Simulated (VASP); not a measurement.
# MgGe4 (P4/mmm) in VASP: notebook

The runs below take MgGe4 through relaxation of cell and atoms, single point, with PBE+D3(BJ).

Program: VASP 6.6.1. These are calculated values, not measurements. Logs are shortened: lines on timing, memory, paths and dates and some standing lists are left out, and cuts for length are marked.

**1. The cell of the first run**

The structure is tetragonal, space group P4/mmm (No. 123). Conventional cell: a = 3.802 Å, b = 3.802 Å, c = 6.800 Å, α = 90.00°, β = 90.00°, γ = 90.00°. Mg (site symmetry 4/mmm) has 8 Ge at 2.43 Å within 3.2 Å. Within 3.2 Å of Ge (site symmetry 2mm) lie 2 Mg at 2.43 Å and 5 Ge at 2.69 to 3.02 Å.

**2. Relaxation of cell and atoms, PBE+D3(BJ)**

Input file INCAR:

```
SYSTEM = MgGe4
ALGO = Normal
EDIFF = 1E-6
EDIFFG = -0.04
ENCUT = 600
GGA = PE
IBRION = 2
ISIF = 3
ISMEAR = 0
IVDW = 12
LASPH = .TRUE.
LCHARG = .FALSE.
LREAL = .FALSE.
LWAVE = .FALSE.
NELM = 60
NSW = 90
PREC = Accurate
SIGMA = 0.1
```

Input file KPOINTS:

```
k-points
0
G
  4 4 4
  0 0 0
```

Input file POSCAR:

```
MgGe4
1.0
    3.8024836900      0.0000000000      0.0000000000
    0.0000000000      3.8024836900      0.0000000000
    0.0000000000      0.0000000000      6.8002406900
Mg Ge
1 4
Direct
    0.0000000000      0.0000000000      0.0000000000
    0.0000000000      0.5000000000      0.7779313400
    0.5000000000      0.0000000000      0.7779313400
    0.0000000000      0.5000000000      0.2220686600
    0.5000000000      0.0000000000      0.2220686600
```

Potentials or basis: VASP PAW PBE potentials, release 64 (Mg, Ge_d).

Started as:

```console
$ cat potpaw_PBE.64/Mg/POTCAR potpaw_PBE.64/Ge_d/POTCAR > POTCAR
$ mpirun -np 1 vasp_std > vasp.out
```

OUTCAR:

```text
SYSTEM = MgGe4
   EDIFF = 1E-6
   EDIFFG = -0.04
   ENCUT = 600
   GGA = PE
   IBRION = 2
   ISIF = 3
   ISMEAR = 0
   IVDW = 12
   LASPH = .TRUE.
   LREAL = .FALSE.
   NELM = 60
   NSW = 90
   PREC = Accurate
 IVDW          = 12

 ion  position               nearest neighbor table
   1  0.000  0.000  0.000-   2 2.43   3 2.43   4 2.43   5 2.43   2 2.43   4 2.43   3 2.43   5 2.43

   2  0.000  0.500  0.778-   1 2.43   1 2.43   3 2.69   3 2.69   3 2.69   3 2.69
   3  0.500  0.000  0.778-   1 2.43   1 2.43   2 2.69   2 2.69   2 2.69   2 2.69
   4  0.000  0.500  0.222-   1 2.43   1 2.43   5 2.69   5 2.69   5 2.69   5 2.69
   5  0.500  0.000  0.222-   1 2.43   1 2.43   4 2.69   4 2.69   4 2.69   4 2.69

  LATTYP: Found a simple tetragonal cell.
 ALAT       =     3.8024836900
 C/A-ratio  =     1.7883681416

  Lattice vectors:

 A1 = (   3.8024836900,   0.0000000000,   0.0000000000)
 A2 = (   0.0000000000,   3.8024836900,   0.0000000000)
 A3 = (   0.0000000000,   0.0000000000,   6.8002406900)

Analysis of symmetry for initial positions (statically):
=====================================================================
 Subroutine PRICEL returns:
 Original cell was already a primitive cell.

 Routine SETGRP: Setting up the symmetry group for a
 simple tetragonal supercell.

 Subroutine GETGRP returns: Found 16 space group operations
 (whereof 16 operations were pure point group operations)
 out of a pool of 16 trial point group operations.

The static configuration has the point symmetry D_4h.

Analysis of symmetry for dynamics (positions and initial velocities):
=====================================================================
 Subroutine PRICEL returns:
 Original cell was already a primitive cell.

 Routine SETGRP: Setting up the symmetry group for a
 simple tetragonal supercell.

 Subroutine GETGRP returns: Found 16 space group operations
 (whereof 16 operations were pure point group operations)
 out of a pool of 16 trial point group operations.

The dynamic configuration has the point symmetry D_4h.

 Subroutine INISYM returns: Found 16 space group operations
 (whereof 16 operations are pure point group operations),
 and found     1 'primitive' translations

----------------------------------------------------------------------------------------

                                     Primitive cell

  volume of cell :      98.3239

  direct lattice vectors                    reciprocal lattice vectors
     3.802483690  0.000000000  0.000000000     0.262986006  0.000000000  0.000000000
     0.000000000  3.802483690  0.000000000     0.000000000  0.262986006  0.000000000
     0.000000000  0.000000000  6.800240690     0.000000000  0.000000000  0.147053618

  length of vectors
     3.802483690  3.802483690  6.800240690     0.262986006  0.262986006  0.147053618

  position of ions in fractional coordinates (direct lattice)
     0.000000000  0.000000000  0.000000000
     0.000000000  0.500000000  0.777931340
     0.500000000  0.000000000  0.777931340
     0.000000000  0.500000000  0.222068660
     0.500000000  0.000000000  0.222068660

  ion indices of the primitive-cell ions
   primitive index   ion index
                 1           1
                 2           2
                 3           3
                 4           4
                 5           5

----------------------------------------------------------------------------------------

 KPOINTS: k-points

Automatic generation of k-mesh.
 Grid dimensions read from file:
 generate k-points for:    4    4    4

 Generating k-lattice:

  Cartesian coordinates                     Fractional coordinates (reciprocal lattice)
     0.065746502  0.000000000  0.000000000     0.250000000  0.000000000  0.000000000
     0.000000000  0.065746502  0.000000000     0.000000000  0.250000000  0.000000000
     0.000000000  0.000000000  0.036763405     0.000000000  0.000000000  0.250000000

  Length of vectors
     0.065746502  0.065746502  0.036763405

  Shift w.r.t. Gamma in fractional coordinates (k-lattice)
     0.000000000  0.000000000  0.000000000

 Subroutine IBZKPT returns following result:
 ===========================================

 Found     18 irreducible k-points:

 Following reciprocal coordinates:
            Coordinates               Weight
  0.000000  0.000000  0.000000      1.000000
  0.250000  0.000000  0.000000      4.000000
  0.500000  0.000000  0.000000      2.000000
  0.250000  0.250000  0.000000      4.000000
  0.500000  0.250000  0.000000      4.000000
  0.500000  0.500000  0.000000      1.000000
[... 10 lines left out ...]
  0.500000  0.250000  0.500000      4.000000
  0.500000  0.500000  0.500000      1.000000
   k-points           NKPTS =     18   k-points in BZ     NKDIM =     18   number of bands    NBANDS=     34
   number of dos      NEDOS =    301   number of ions     NIONS =      5
   total plane-waves  NPLWV =  48600
   dimension x,y,z NGX =    30 NGY =   30 NGZ =   54
   dimension x,y,z NGXF=    60 NGYF=   60 NGZF=  108
   ions per type =               1   4
   NGX,Y,Z   is equivalent  to a cutoff of  13.12, 13.12, 13.20 a.u.
   NGXF,Y,Z  is equivalent  to a cutoff of  26.23, 26.23, 26.40 a.u.
 SYSTEM =  MgGe4
   PREC   = accura    normal or accurate (medium, high low for compatibility)
   ISTART =      0    job   : 0-new  1-cont  2-samecut
   ICHARG =      2    charge: 1-file 2-atom 10-const
   ISPIN  =      1    spin polarized calculation?
   LNONCOLLINEAR =      F non collinear calculations
   LSORBIT =      F    spin-orbit coupling
   LASPH  =      T    aspherical Exc in radial PAW
   ENCUT  =  600.0 eV  44.10 Ry    6.64 a.u.   7.59  7.59 13.58*2*pi/ulx,y,z
   NELM   =     60;   NELMIN=  2; NELMDL= -5     # of ELM steps
   EDIFF  = 0.1E-05   stopping-criterion for ELM
   LREAL  =      F    real-space projection
   EDIFFG = -.4E-01   stopping-criterion for IOM
   NSW    =     90    number of steps for IOM
   IBRION =      2    ionic relax: 0-MD 1-quasi-New 2-CG
   NFREE  =      1    steps in history (QN), initial steepest desc. (CG)
   ISIF   =      3    stress and relaxation
   ISYM   =      2    0-nonsym 1-usesym 2-fastsym
   POTIM  = 0.5000    time-step for ionic-motion
   TEBEG  =    0.0;   TEEND  =   0.0 temperature during run
   PSTRESS=    0.0 pullay stress
   NELECT =      58.0000    total number of electrons
   NUPDOWN=      -1.0000    fix difference up-down
   EMIN   =  10.00;   EMAX   =-10.00  energy-range for DOS
   EFERMI =   0.00;   METHOD = LEGACY
   ISMEAR =     0;   SIGMA  =   0.10  broadening in eV -4-tet -1-fermi 0-gaus
   EFERMI_NEDOS =   21; number of points for ismear=-14 and -15
   IALGO  =     38    algorithm
   IMIX   =      4    mixing-type and parameters
     AMIX     =   0.40;   BMIX     =  1.00
     AMIX_MAG =   1.60;   BMIX_MAG =  1.00
  volume/ion in A,a.u.               =      19.66       132.70
  Fermi-wavevector in a.u.,A,eV,Ry     =   1.372981  2.594558 25.648023  1.885077
  Thomas-Fermi vector in A             =   2.498539
   LORBIT       =      0    0 simple, 1 ext, 2 COOP (PROOUT), +10 PAW based schemes
   GGA     = PE    functional components
   LHFCALC =     F    Hartree Fock is set to
   AEXX    =    0.0000 exact exchange contribution
   IVDW    =    12    specifies the selected vdW correction
   LEPSILON=     F    determine dielectric tensor
   LRPA    =     F    only Hartree local field effects (RPA)
 conjugate gradient relaxation of ions
 non-spin polarized calculation
 Gauss-broadening in eV      SIGMA  =   0.10
  energy-cutoff  :      600.00
  volume of cell :       98.32
 maximum number of plane-waves:      3304
   NGX = 15   NGY = 15   NGZ = 27

--------------------------------------- Ionic step        1  -------------------------------------------

 number of electron      57.9999967 magnetization

 Free energy of the ion-electron system (eV)
  ---------------------------------------------------
  ext. energy  EPLUGINS =         0.00000000
  ---------------------------------------------------
  free energy    TOTEN  =       -15.78933624 eV

  energy without entropy =      -15.77407012  energy(sigma->0) =      -15.78170318

------------------------ aborting loop because EDIFF is reached ----------------------------------------

 Edisp (eV)   -1.68057

 E8    (eV) :    -0.7467

  FORCE on cell =-STRESS in cart. coord.  units (eV):
  Direction    XX          YY          ZZ          XY          YZ          ZX
  --------------------------------------------------------------------------------------
  -------------------------------------------------------------------------------------
  Total       9.97149     9.97149     6.55320     0.00000     0.00000    -0.00000
  in kB     162.48433   162.48433   106.78366     0.00000     0.00000    -0.00000
  external pressure =      143.92 kB  Pullay stress =        0.00 kB
[... 106 lines left out ...]
  FREE ENERGIE OF THE ION-ELECTRON SYSTEM (eV)
  ---------------------------------------------------
  free  energy   TOTEN  =       -18.4997920835 eV

  energy  without entropy=      -18.4795506630  energy(sigma->0) =      -18.48967137

 E-fermi :   4.0607     XC(G=0):  -9.8443

 val. band max:        4.0314356162   @ k =   0.2500   0.2500   0.5000
 cond. band min:       4.0926151334   @ k =   0.2500   0.0000   0.2500
 fundamental gap:      0.0611795173
 Fermi energy:         4.0607061513

 k-point     1 :       0.0000    0.0000    0.0000
  band No.  band energies     occupation
      1     -20.4039      2.00000
      2     -20.4024      2.00000
      3     -20.3806      2.00000
      4     -20.3591      2.00000
      5     -20.3547      2.00000
      6     -20.3504      2.00000
[... 655 lines left out ...]
     33       8.1929      0.00000
     34       9.1137      0.00000

[... ionic steps 4 to 24 ...]

--------------------------------------- Ionic step       25  -------------------------------------------

 number of electron      58.0000056 magnetization

------------------------ aborting loop because EDIFF is reached ----------------------------------------

 Edisp (eV)   -1.66918

 E8    (eV) :    -0.7401
[... 75 lines left out ...]
  energy  without entropy=      -20.5112748109  energy(sigma->0) =      -20.51443902

--------------------------------------- Ionic step       27  -------------------------------------------

 number of electron      58.0000047 magnetization

 Free energy of the ion-electron system (eV)
  ---------------------------------------------------
  ext. energy  EPLUGINS =         0.00000000
  ---------------------------------------------------
  free energy    TOTEN  =       -18.85256946 eV

  energy without entropy =      -18.84657442  energy(sigma->0) =      -18.84957194

 E-fermi :   5.4184     XC(G=0): -10.4635

 val. band max:        5.3018723991   @ k =   0.2500   0.0000   0.2500
 cond. band min:       5.4276652976   @ k =   0.5000   0.0000   0.5000
 fundamental gap:      0.1257928984
 Fermi energy:         5.4183933195

 k-point     1 :       0.0000    0.0000    0.0000
  band No.  band energies     occupation
      1     -19.1559      2.00000
      2     -19.1455      2.00000
      3     -19.1426      2.00000
      4     -19.0869      2.00000
      5     -19.0749      2.00000
      6     -19.0621      2.00000
[... 691 lines left out ...]
  FREE ENERGIE OF THE ION-ELECTRON SYSTEM (eV)
  ---------------------------------------------------
  free  energy   TOTEN  =       -20.5184750537 eV

  energy  without entropy=      -20.5124800116  energy(sigma->0) =      -20.51547753

 reached required accuracy - stopping structural energy minimisation
```

Wall time 27 min (1 thread of AMD EPYC 7R13, shared host); peak memory 0.23 GiB.

What came out:

* Free energy: -20.5185 eV
* Relaxed volume: 19.77 Å³/atom
* Relaxed cell: a = 3.930 Å, b = 3.930 Å, c = 6.399 Å, α = 90.00°, β = 90.00°, γ = 90.00°
* Space group after relaxing (to 0.1 Å): P4/mmm (No. 123)
* Pressure after relaxing: 0.1 GPa
* Largest force after relaxing: 0.019 eV/Å
* Band gap on the k mesh: zero (bands 29 and 30 overlap by 3.24 eV)
* Dispersion energy per atom: -0.333 eV

Forces on the atoms (eV/Å):
```
Mg   0.000  0.000  0.000
Ge   0.000  0.000 -0.019
Ge   0.000  0.000 -0.019
Ge   0.000  0.000  0.019
Ge   0.000  0.000  0.019
```

Final structure:
```xyz
5
Lattice="3.9304 0.0000 0.0000 0.0000 3.9304 0.0000 0.0000 0.0000 6.3987" Properties=species:S:1:pos:R:3 pbc="T T T"
Mg    0.0000    0.0000    0.0000
Ge    0.0000    1.9652    4.4535
Ge    1.9652    0.0000    4.4535
Ge    0.0000    1.9652    1.9452
Ge    1.9652    0.0000    1.9452
```

Levels at points of the mesh, in eV from the Fermi level:
| k point | band 27 | band 28 | band 29 | band 30 | band 31 | band 32 |
| --- | --- | --- | --- | --- | --- | --- |
| (0.00, 0.00, 0.00) | -2.23 | -0.57 | -0.57 | 0.41 | 2.66 | 2.76 |
| (0.50, 0.00, 0.00) | -0.29 | 0.16 | 0.51 | 0.95 | 1.69 | 2.37 |
| (0.50, 0.50, 0.00) | -3.84 | -2.84 | -2.59 | -2.59 | 1.20 | 2.60 |
| (0.00, 0.00, 0.50) | -2.37 | -1.70 | -1.12 | -1.12 | 2.36 | 3.22 |
| (0.50, 0.00, 0.50) | 0.01 | 0.40 | 0.41 | 0.71 | 1.06 | 1.06 |
| (0.50, 0.50, 0.50) | -4.68 | -3.42 | -0.60 | -0.60 | 1.93 | 1.93 |

Caveat: the k points lie up to 0.40 Å⁻¹ apart in the final cell, too coarse for converged energies and pressures of a metal.

**3. Single point, PBE+D3(BJ)**

This run uses another cell than the first one, of 19.90 Å³/atom.

Input file INCAR:

```
SYSTEM = MgGe4
  PREC = Accurate
  ENCUT = 520
  EDIFF = 1E-6
  ISMEAR = 0
  SIGMA = 0.1
  LREAL = .False.
  LASPH = .True.
  NELM = 80
  ALGO = Normal
  ISIF = 2
  LWAVE = .False.
  LCHARG = .True.
  GGA = PE
  IVDW = 12
  LELF = .True.
  LVHAR = .True.
  NBANDS = 37
```

Input file KPOINTS:

```
regular mesh
0
Gamma
  10 10 6
  0 0 0
```

Input file POSCAR:

```
MgGe4
1.0
    3.8713725145      0.0000000000      0.0000000000
    0.0000000000      3.8713725145      0.0000000000
    0.0000000000      0.0000000000      6.6376836977
Mg Ge
1 4
Direct
    0.0000000000      0.0000000000      0.0000000000
    0.0000000000      0.5000000000      0.6920666609
    0.5000000000      0.0000000000      0.6920666609
    0.0000000000      0.5000000000      0.3079333391
    0.5000000000      0.0000000000      0.3079333391
```

Potentials or basis: VASP PAW PBE potentials, release 64 (Mg, Ge_d).

Started as:

```console
$ cat potpaw_PBE.64/Mg/POTCAR potpaw_PBE.64/Ge_d/POTCAR > POTCAR
$ mpirun -np 1 vasp_std > vasp.out
```

OUTCAR:

```text
SYSTEM = MgGe4
   PREC = Accurate
   ENCUT = 520
   EDIFF = 1E-6
   ISMEAR = 0
   LREAL = .False.
   LASPH = .True.
   NELM = 80
   ISIF = 2
   GGA = PE
   IVDW = 12
 IVDW          = 12

 ion  position               nearest neighbor table
   1  0.000  0.000  0.000-   2 2.82   3 2.82   4 2.82   5 2.82   2 2.82   4 2.82   3 2.82   5 2.82

   2  0.000  0.500  0.692-   4 2.55   3 2.74   3 2.74   3 2.74   3 2.74   1 2.82   1 2.82
   3  0.500  0.000  0.692-   5 2.55   2 2.74   2 2.74   2 2.74   2 2.74   1 2.82   1 2.82
[... 1171 lines left out ...]
  --------------------------------------------------------------------------------------
  -------------------------------------------------------------------------------------
  Total       0.01784     0.01784    -0.01540     0.00000     0.00000    -0.00000
  in kB       0.28731     0.28731    -0.24810     0.00000     0.00000    -0.00000
  external pressure =        0.11 kB  Pullay stress =        0.00 kB

 VOLUME and BASIS-vectors are now :
 -----------------------------------------------------------------------------
  energy-cutoff  :      520.00
  volume of cell :       99.48
      direct lattice vectors                 reciprocal lattice vectors
     3.871372514  0.000000000  0.000000000     0.258306323  0.000000000  0.000000000
     0.000000000  3.871372514  0.000000000     0.000000000  0.258306323  0.000000000
     0.000000000  0.000000000  6.637683698     0.000000000  0.000000000  0.150654964

 POSITION                                       TOTAL-FORCE (eV/Angst)
 -----------------------------------------------------------------------------------
      0.00000      0.00000      0.00000         0.000000     -0.000000      0.000000
      0.00000      1.93569      4.59372         0.000000      0.000000      0.010453
      1.93569      0.00000      4.59372        -0.000000     -0.000000      0.010453
      0.00000      1.93569      2.04396         0.000000      0.000000     -0.010453
      1.93569      0.00000      2.04396         0.000000     -0.000000     -0.010453
 -----------------------------------------------------------------------------------
    total drift:                                0.000000      0.000000     -0.000000

  FREE ENERGIE OF THE ION-ELECTRON SYSTEM (eV)
  ---------------------------------------------------
  free  energy   TOTEN  =       -20.5849559668 eV

  energy  without entropy=      -20.5737580127  energy(sigma->0) =      -20.57935699
```

stdout:

```text
POSCAR found type information on POSCAR MgGe
 POSCAR found :  2 types and       5 ions
 scaLAPACK will be used
 LDA part: xc-table for (Slater+PW92), standard interpolation
 POSCAR, INCAR and KPOINTS ok, starting setup
 FFT: planning ... GRIDC
 FFT: planning ... GRID_SOFT
 FFT: planning ... GRID
 WAVECAR not read
 entering main loop
```

Wall time 6.3 min (1 thread of AMD EPYC 7R13, shared host); peak memory 0.34 GiB.

Results:

```yaml
Free_energy: -20.5850 eV
Pressure: 0.0 GPa
Largest_force: 0.010 eV/Å
Band_gap_on_the_k_mesh: zero (bands 29 and 30 overlap by 3.61 eV)
Dispersion_energy_per_atom: -0.331 eV
```

Forces in eV/Å, atoms in the order of the input:
```
Mg   0.000  0.000  0.000
Ge   0.000  0.000  0.010
Ge   0.000  0.000  0.010
Ge   0.000  0.000 -0.010
Ge   0.000  0.000 -0.010
```

Levels at points of the mesh, in eV from the Fermi level:
```tsv
k point	band 27	band 28	band 29	band 30	band 31	band 32
(0.00, 0.00, 0.00)	-2.10	-0.65	-0.65	0.76	1.86	2.89
(0.50, 0.00, 0.00)	-0.06	0.34	0.85	1.24	1.75	2.35
(0.50, 0.50, 0.00)	-4.02	-3.12	-2.45	-2.45	1.07	2.52
(0.00, 0.00, 0.50)	-2.33	-2.17	-1.05	-1.05	2.38	3.27
(0.50, 0.00, 0.50)	0.01	0.17	0.38	0.52	1.26	1.27
(0.50, 0.50, 0.50)	-4.69	-3.55	-0.77	-0.77	1.67	1.67
```

The gap in the log of VASP goes by the Fermi energy; the results here count the filled bands.